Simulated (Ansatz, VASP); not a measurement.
ZnAuC4N4: VASP beside Ansatz

INCAR

```
ALGO = Normal
EDIFF = 1E-6
ENCUT = 520
GGA = PE
ISIF = 2
ISMEAR = 0
ISPIN = 2
LASPH = T
LCHARG = F
LMAXMIX = 4
LORBIT = 11
LREAL = F
LWAVE = F
MAGMOM = 0 0 0 0 0 1 0 0 0 0
NBANDS = 44
NELM = 150
PREC = Accurate
SIGMA = 0.1
```

Contents of KPOINTS:

```
k-points
0
Gamma
  4 4 4
```

File POSCAR:

```
ZnAuC4N4
1.0
    6.0122386656      0.0000000000      0.0000000000
    0.0000000000      6.0122386656      0.0000000000
    0.0000000000      0.0000000000      6.0122386656
Zn C Au N
1 4 1 4
Direct
    0.5000000000      0.5000000000      0.5000000000
    0.2000707192      0.2000707192      0.2000707192
    0.2000707192      0.7999292808      0.7999292808
    0.7999292808      0.2000707192      0.7999292808
    0.7999292808      0.7999292808      0.2000707192
    0.0000000000      0.0000000000      0.0000000000
    0.3121166765      0.3121166765      0.3121166765
    0.3121166765      0.6878833235      0.6878833235
    0.6878833235      0.3121166765      0.6878833235
    0.6878833235      0.6878833235      0.3121166765
```

Input for Ansatz:

```yaml
crystal:
  lattice:
    - [6.0122386656, 0.0, 0.0]
    - [0.0, 6.0122386656, 0.0]
    - [0.0, 0.0, 6.0122386656]
  atoms:
    - { symbol: Zn, position: [0.5, 0.5, 0.5] }
    - { symbol: C, position: [0.2000707192, 0.2000707192, 0.2000707192] }
    - { symbol: C, position: [0.2000707192, 0.7999292808, 0.7999292808] }
    - { symbol: C, position: [0.7999292808, 0.2000707192, 0.7999292808] }
    - { symbol: C, position: [0.7999292808, 0.7999292808, 0.2000707192] }
    - { symbol: Au, position: [0.0, 0.0, 0.0], spin: 1.0 }
    - { symbol: "N", position: [0.3121166765, 0.3121166765, 0.3121166765] }
    - { symbol: "N", position: [0.3121166765, 0.6878833235, 0.6878833235] }
    - { symbol: "N", position: [0.6878833235, 0.3121166765, 0.6878833235] }
    - { symbol: "N", position: [0.6878833235, 0.6878833235, 0.3121166765] }
basis:
  ecutwfc: 420
kpoints:
  mp_grid: { grid: [4, 4, 4] }
hamiltonian:
  xc: pbe
scf:
  occupations: { method: gaussian, width: 0.1 }
  lower_state_search: "off"
output:
  forces: true
  stress: true
  eigenvalues: true
  populations: true
magnetization:
  spin_polarized: true
```

Alike in both runs: task single point; functional PBE; k mesh 4 × 4 × 4; occupations gaussian, width 0.1 eV; collinear spin.

```csv
,VASP,Ansatz
version,VASP 6.6.1,Ansatz 0.2.0
potentials or method,"VASP PAW PBE potentials, release 64 (Zn, C, Au, N), cutoff 520 eV","scalar-relativistic, plane waves, PAW"
valence electrons in the cell,59,67
```

```csv
,VASP,Ansatz,Ansatz less VASP
gap on the k mesh at the Fermi level (eV),none,none,-
pressure (GPa),0.7,0.3,-0.39
rms of the force components (eV/Å),0.153,0.043,-0.1098
net moment per atom (μB),0.10,0.10,0.000
size of the moment on the site where the two differ most (μB),0.41,0.30,-0.108
```

Site moments also hang on the region over which each program counts them. Atom by atom the forces differ by 0.196 eV/Å (rms over components). A gap of «none» marks a metal or a gap that the smearing closes. One of these differences is far larger than is usual between the two programs; its cause wasn't traced. VASP's potentials hold 59 valence electrons a cell and Ansatz's 67, so a difference there can come from the potentials and not from the codes.

Spin-orbit coupling is off throughout. Noted on VASP's run: the standard files for N, O and F lose accuracy on very short bonds.
